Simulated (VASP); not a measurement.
# W (Im-3m) in VASP: notebook

The runs below take W through single point, with BLYP.

Everything below comes from runs of VASP 6.6.1. Logs are shortened: lines on timing, memory, paths and dates and some standing lists are left out, and cuts for length are marked.

## 1. The cell of the first run

It takes space group Im-3m (No. 229, cubic). Conventional cell: a = 3.220 Å, b = 3.220 Å, c = 3.220 Å, α = 90.00°, β = 90.00°, γ = 90.00°. Within 3.7 Å of W (site symmetry m-3m) lie 14 W at 2.79 to 3.22 Å.

## 2. Single point, BLYP

Contents of INCAR:

```
AGGAC = 1.0
AGGAX = 1.0
ALDAC = 0.0
ALDAX = 1.0
ALGO = Normal
EDIFF = 1E-6
ENCUT = 520
GGA = B5
ISIF = 2
ISMEAR = -1
LASPH = True
LCHARG = False
LREAL = False
LWAVE = False
NBANDS = 13
NELM = 100
PREC = Accurate
SIGMA = 0.1
```

Contents of KPOINTS:

```
k-points
0
Gamma
  22 22 22
```

Contents of POSCAR:

```
W
1.0
   -1.6100263885      1.6100263885      1.6100263885
    1.6100263885     -1.6100263885      1.6100263885
    1.6100263885      1.6100263885     -1.6100263885
W
1
Direct
    0.0000000000      0.0000000000      0.0000000000
```

Potentials or basis: VASP PAW PBE potentials, release 64 (W_sv).

Launch:

```sh
$ cat potpaw_PBE.64/W_sv/POTCAR > POTCAR
$ mpirun -np 1 vasp_std > vasp.out
```

OUTCAR:

```text
EDIFF = 1E-6
   ENCUT = 520
   GGA = B5
   ISIF = 2
   ISMEAR = -1
   LASPH = True
   LREAL = False
   NELM = 100
   PREC = Accurate

 ion  position               nearest neighbor table
   1  0.000  0.000  0.000-

  LATTYP: Found a body centered cubic cell.
 ALAT       =     3.2200527770

  Lattice vectors:

 A1 = (  -1.6100263885,   1.6100263885,   1.6100263885)
 A2 = (   1.6100263885,  -1.6100263885,   1.6100263885)
 A3 = (   1.6100263885,   1.6100263885,  -1.6100263885)

Analysis of symmetry for initial positions (statically):
=====================================================================
 Subroutine PRICEL returns:
 Original cell was already a primitive cell.

 Routine SETGRP: Setting up the symmetry group for a
 body centered cubic supercell.

 Subroutine GETGRP returns: Found 48 space group operations
 (whereof 48 operations were pure point group operations)
 out of a pool of 48 trial point group operations.

The static configuration has the point symmetry O_h .

Analysis of symmetry for dynamics (positions and initial velocities):
=====================================================================
 Subroutine PRICEL returns:
 Original cell was already a primitive cell.

 Routine SETGRP: Setting up the symmetry group for a
 body centered cubic supercell.

 Subroutine GETGRP returns: Found 48 space group operations
 (whereof 48 operations were pure point group operations)
 out of a pool of 48 trial point group operations.

The dynamic configuration has the point symmetry O_h .

 Subroutine INISYM returns: Found 48 space group operations
 (whereof 48 operations are pure point group operations),
 and found     1 'primitive' translations

----------------------------------------------------------------------------------------

                                     Primitive cell

  volume of cell :      16.6939

  direct lattice vectors                    reciprocal lattice vectors
    -1.610026388  1.610026388  1.610026388     0.000000000  0.310553916  0.310553916
     1.610026388 -1.610026388  1.610026388     0.310553916  0.000000000  0.310553916
     1.610026388  1.610026388 -1.610026388     0.310553916  0.310553916  0.000000000

  length of vectors
     2.788647506  2.788647506  2.788647506     0.439189560  0.439189560  0.439189560

  position of ions in fractional coordinates (direct lattice)
     0.000000000  0.000000000  0.000000000

  ion indices of the primitive-cell ions
   primitive index   ion index
                 1           1

----------------------------------------------------------------------------------------

 KPOINTS: k-points

Automatic generation of k-mesh.
 Grid dimensions read from file:
 generate k-points for:   22   22   22

 Generating k-lattice:

  Cartesian coordinates                     Fractional coordinates (reciprocal lattice)
     0.000000000  0.014116087  0.014116087     0.045454545  0.000000000  0.000000000
     0.014116087  0.000000000  0.014116087     0.000000000  0.045454545  0.000000000
     0.014116087  0.014116087  0.000000000     0.000000000  0.000000000  0.045454545

  Length of vectors
     0.019963162  0.019963162  0.019963162

  Shift w.r.t. Gamma in fractional coordinates (k-lattice)
     0.000000000  0.000000000  0.000000000

 Subroutine IBZKPT returns following result:
 ===========================================

 Found    328 irreducible k-points:

 Following reciprocal coordinates:
            Coordinates               Weight
  0.000000  0.000000  0.000000      1.000000
  0.045455  0.000000  0.000000     12.000000
  0.090909  0.000000  0.000000     12.000000
  0.136364  0.000000  0.000000     12.000000
  0.181818  0.000000  0.000000     12.000000
  0.227273  0.000000  0.000000     12.000000
[... 16 lines left out ...]
  0.090909  0.090909  0.000000     24.000000
  0.136364  0.090909 -0.000000     48.000000
 [... further k-points ...]
   k-points           NKPTS =    328   k-points in BZ     NKDIM =    328   number of bands    NBANDS=     13
   number of dos      NEDOS =    301   number of ions     NIONS =      1
   total plane-waves  NPLWV =  13824
   dimension x,y,z NGX =    24 NGY =   24 NGZ =   24
   dimension x,y,z NGXF=    48 NGYF=   48 NGZF=   48
   ions per type =               1
   NGX,Y,Z   is equivalent  to a cutoff of  14.31, 14.31, 14.31 a.u.
   NGXF,Y,Z  is equivalent  to a cutoff of  28.62, 28.62, 28.62 a.u.
 SYSTEM =  unknown system
   PREC   = accura    normal or accurate (medium, high low for compatibility)
   ISTART =      0    job   : 0-new  1-cont  2-samecut
   ICHARG =      2    charge: 1-file 2-atom 10-const
   ISPIN  =      1    spin polarized calculation?
   LNONCOLLINEAR =      F non collinear calculations
   LSORBIT =      F    spin-orbit coupling
   LASPH  =      T    aspherical Exc in radial PAW
   ENCUT  =  520.0 eV  38.22 Ry    6.18 a.u.   5.19  5.19  5.19*2*pi/ulx,y,z
   NELM   =    100;   NELMIN=  2; NELMDL= -5     # of ELM steps
   EDIFF  = 0.1E-05   stopping-criterion for ELM
   LREAL  =      F    real-space projection
   EDIFFG = 0.1E-04   stopping-criterion for IOM
   NSW    =      0    number of steps for IOM
   IBRION =     -1    ionic relax: 0-MD 1-quasi-New 2-CG
   NFREE  =      0    steps in history (QN), initial steepest desc. (CG)
   ISIF   =      2    stress and relaxation
   ISYM   =      2    0-nonsym 1-usesym 2-fastsym
   POTIM  = 0.5000    time-step for ionic-motion
   TEBEG  =    0.0;   TEEND  =   0.0 temperature during run
   PSTRESS=    0.0 pullay stress
   NELECT =      14.0000    total number of electrons
   NUPDOWN=      -1.0000    fix difference up-down
   EMIN   =  10.00;   EMAX   =-10.00  energy-range for DOS
   EFERMI =   0.00;   METHOD = LEGACY
   ISMEAR =    -1;   SIGMA  =   0.10  broadening in eV -4-tet -1-fermi 0-gaus
   EFERMI_NEDOS =   21; number of points for ismear=-14 and -15
   IALGO  =     38    algorithm
   IMIX   =      4    mixing-type and parameters
     AMIX     =   0.40;   BMIX     =  1.00
     AMIX_MAG =   1.60;   BMIX_MAG =  1.00
  volume/ion in A,a.u.               =      16.69       112.66
  Fermi-wavevector in a.u.,A,eV,Ry     =   1.543824  2.917405 32.428034  2.383393
  Thomas-Fermi vector in A             =   2.649432
   LORBIT       =      0    0 simple, 1 ext, 2 COOP (PROOUT), +10 PAW based schemes
   GGA     = B5    functional components
   LHFCALC =     F    Hartree Fock is set to
   AEXX    =    0.0000 exact exchange contribution
   IVDW    =     0    specifies the selected vdW correction
   LEPSILON=     F    determine dielectric tensor
   LRPA    =     F    only Hartree local field effects (RPA)
 non-spin polarized calculation
  energy-cutoff  :      520.00
  volume of cell :       16.69
 maximum number of plane-waves:       466
 NGX is ok and might be reduce to    24
   NGX = 11   NGY = 11   NGZ = 11

 number of electron      13.9999999 magnetization

 Free energy of the ion-electron system (eV)
  ---------------------------------------------------
  ext. energy  EPLUGINS =         0.00000000
  ---------------------------------------------------
  free energy    TOTEN  =       -11.28753564 eV

  energy without entropy =      -11.26927384  energy(sigma->0) =      -11.27840474

 E-fermi :  11.2518     XC(G=0): -12.7079

 val. band max:       11.2431034429   @ k =  -0.1818   0.1818   0.1364
 cond. band min:      11.2564458865   @ k =   0.4091   0.0455   0.0000
 fundamental gap:      0.0133424436
 Fermi energy:        11.2517501835

 k-point     1 :       0.0000    0.0000    0.0000
  band No.  band energies     occupation
      1     -62.5551      2.00000
      2     -26.4553      2.00000
      3     -26.4553      2.00000
      4     -26.4553      2.00000
      5       2.1208      2.00000
      6      10.0335      1.99999
      7      10.0335      1.99999
      8      10.0335      1.99999
      9      13.3481      0.00000
     10      13.3481      0.00000
     11      25.8477      0.00000
     12      25.8477      0.00000
     13      25.8477      0.00000

 k-point     2 :       0.0455    0.0000    0.0000
  band No.  band energies     occupation
      1     -62.5529      2.00000
      2     -26.4793      2.00000
      3     -26.4629      2.00000
      4     -26.4554      2.00000
      5       2.2158      2.00000
      6       9.9779      1.99999
      7      10.0234      1.99999
      8      10.1239      1.99997
      9      13.2585      0.00000
     10      13.3488      0.00000
     11      25.9267      0.00000
     12      26.0077      0.00000
     13      26.0698      0.00000

 k-point     3 :       0.0909    0.0000    0.0000
  band No.  band energies     occupation
      1     -62.5464      2.00000
      2     -26.5491      2.00000
      3     -26.4851      2.00000
      4     -26.4556      2.00000
      5       2.4941      2.00000
      6       9.8198      2.00000
      7       9.9822      1.99999
      8      10.3932      1.99963
      9      13.0402      0.00000
     10      13.3539      0.00000
     11      26.1372      0.00000
     12      26.4785      0.00000
     13      26.6682      0.00000
[... 305 lines left out ...]
 k-point    23 :       0.0909    0.0909    0.0000
  band No.  band energies     occupation
      1     -62.5304      2.00000
      2     -26.7187      2.00000
      3     -26.5178      2.00000
      4     -26.4782      2.00000
      5       3.1911      2.00000
      6       9.5506      2.00000
      7       9.6755      2.00000
      8      11.1597      1.43021
      9      12.6260      0.00000
     10      13.4704      0.00000
     11      26.6592      0.00000
     12      27.4357      0.00000
     13      27.7777      0.00000

 k-point    24 :       0.1364    0.0909   -0.0000
  band No.  band energies     occupation
      1     -62.5177      2.00000
      2     -26.8445      2.00000
      3     -26.5592      2.00000
      4     -26.4851      2.00000
      5       3.7439      2.00000
      6       9.2961      2.00000
      7       9.4831      2.00000
      8      11.7958      0.00864
      9      12.4744      0.00001
     10      13.5724      0.00000
     11      26.9048      0.00000
     12      27.6948      0.00000
     13      28.4132      0.00000

 [... further k-points ...]

------------------------ aborting loop because EDIFF is reached ----------------------------------------

  FORCE on cell =-STRESS in cart. coord.  units (eV):
  Direction    XX          YY          ZZ          XY          YZ          ZX
  --------------------------------------------------------------------------------------
  -------------------------------------------------------------------------------------
  Total        0.1573165      0.1573165      0.1573165     -0.0000000      0.0000000      0.0000000
  in kB       15.0982243     15.0982243     15.0982243     -0.0000000      0.0000000      0.0000000
  external PRESSURE =      15.0982243 kB  Pullay stress =       0.0000000 kB

 VOLUME and BASIS-vectors are now :
 -----------------------------------------------------------------------------
  energy-cutoff  :      520.00
  volume of cell :       16.69
      direct lattice vectors                 reciprocal lattice vectors
    -1.610026388  1.610026388  1.610026388     0.000000000  0.310553916  0.310553916
     1.610026388 -1.610026388  1.610026388     0.310553916  0.000000000  0.310553916
     1.610026388  1.610026388 -1.610026388     0.310553916  0.310553916  0.000000000

 POSITION                                       TOTAL-FORCE (eV/Angst)
 -----------------------------------------------------------------------------------
      0.00000      0.00000      0.00000        -0.000000      0.000000     -0.000000
 -----------------------------------------------------------------------------------
    total drift:                                0.000000      0.000000      0.000000

  FREE ENERGIE OF THE ION-ELECTRON SYSTEM (eV)
  ---------------------------------------------------
  free  energy   TOTEN  =       -11.2875356383 eV

  energy  without entropy=      -11.2692738404  energy(sigma->0) =      -11.27840474
```

Wall time 70 s (1 thread of Intel Xeon Platinum 8259CL at 2.50GHz (Skylake/Cascade Lake), shared host); peak memory 0.19 GiB.

What came out:

| Property | Result |
| --- | --- |
| Free energy | -11.2875 eV |
| Pressure | 1.5 GPa |
| Band gap on the k mesh | zero (bands 7 and 8 overlap by 5.93 eV) |

Caveat: the PAW data sets were made with another functional, which shifts forces and pressure a little; spin-orbit coupling is left out, which moves the levels of the heavy elements.

[end of part 1 of 2]
